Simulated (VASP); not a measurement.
## SnO2: single point with PBEsol

Crystal: SnO2.

```
Sn O
1.0
     4.73800    0.00000    0.00000
     0.00000    4.73800    0.00000
     0.00000    0.00000    3.18650
Sn O
2 4
Direct
  0.00000 0.00000 0.00000
  0.50000 0.50000 0.50000
  0.30710 0.30710 0.00000
  0.19290 0.80710 0.50000
  0.69290 0.69290 0.00000
  0.80710 0.19290 0.50000
```

```json
{"Program": "VASP 6.6.1", "Task": "single point", "Functional": "PBEsol", "Potentials or basis": "VASP PAW PBE potentials, release 64 (Sn_d, O)", "Cutoff": "520 eV", "k mesh": "4 × 4 × 6", "Occupations": "methfessel-paxton, width 0.05 eV", "Spin": "no spin polarisation"}
```

| Property | Result |
| --- | --- |
| Pressure | 5.4 GPa |
| Largest force | 0.228 eV/Å |
| Band gap on the k mesh | 1.18 eV |

Forces in eV/Å, atoms in the order of the input:
```
Sn   0.000  0.000  0.000
Sn   0.000  0.000  0.000
O   -0.161 -0.161  0.000
O    0.161 -0.161  0.000
O    0.161  0.161  0.000
O   -0.161  0.161  0.000
```

Stress tensor (GPa, compression positive):
```
4.62 0.00 0.00
0.00 4.62 0.00
0.00 0.00 6.90
```

Levels at points of the mesh, in eV from the valence-band top:
| k point | band 24 | band 25 | band 26 | band 27 | band 28 | band 29 |
| --- | --- | --- | --- | --- | --- | --- |
| (0.00, 0.00, 0.00) | -0.80 | -0.80 | 0.00 | 1.18 | 6.03 | 6.17 |
| (0.50, 0.00, 0.00) | -1.21 | -0.65 | -0.65 | 4.36 | 4.36 | 6.92 |
| (0.50, 0.50, 0.00) | -1.33 | -0.91 | -0.91 | 4.75 | 4.75 | 7.38 |
| (0.00, 0.00, 0.50) | -1.69 | -1.28 | -1.28 | 6.15 | 6.15 | 9.59 |
| (0.50, 0.00, 0.50) | -1.12 | -0.71 | -0.71 | 6.43 | 6.43 | 7.90 |
| (0.50, 0.50, 0.50) | -0.99 | -0.85 | -0.85 | 4.81 | 4.81 | 8.69 |

It took 38 s on 1 thread of Intel(R) Xeon(R) Platinum 8259CL CPU @ 2.50GHz (Skylake/Cascade Lake), with other jobs on the host, peak memory 0.19 GiB.

Caveat: the cell stands under pressure; the PAW data sets were made with another functional, which shifts forces and pressure a little; spin-orbit coupling is left out, which moves the levels of the heavy elements. A hybrid or GW would open this gap; PBEsol tends to underestimate it.
